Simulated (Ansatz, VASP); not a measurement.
**KBr in VASP and in Ansatz**

```
K Br
1.0
     0.10670    3.33333    3.33333
     3.33333    0.10670    3.33333
     3.33333    3.33333    0.10670
K Br
1 1
Direct
  0.00000 0.00000 0.00000
  0.50000 0.50000 0.50000
```

Change from the starting cell: epitaxial_111 strain -2.3%.

Alike in both runs: task single point; functional r2SCAN; k mesh 6 × 6 × 6; no spin polarisation.

|  | VASP | Ansatz |
| --- | --- | --- |
| version | VASP 6.6.1 | Ansatz 0.2.0 |
| potentials or method | VASP PAW PBE potentials, release 64 (K_sv, Br) | plane waves, PAW |
| plane-wave cutoff (eV) | 520 | 500 |
| occupations | gaussian, width 0.01 eV | fixed |
| valence electrons in the cell | 16 | 16 |

|  | VASP | Ansatz | Ansatz less VASP |
| --- | --- | --- | --- |
| gap on the k mesh at the Fermi level (eV) | 5.08 | 5.08 | -0.002 |
| pressure (GPa) | 0.4 | 0.4 | 0.00 |
| traceless stress, the component that is largest in VASP (GPa) | -0.18 | -0.19 | -0.001 |

VASP's potentials were made for PBE, not for r2SCAN.
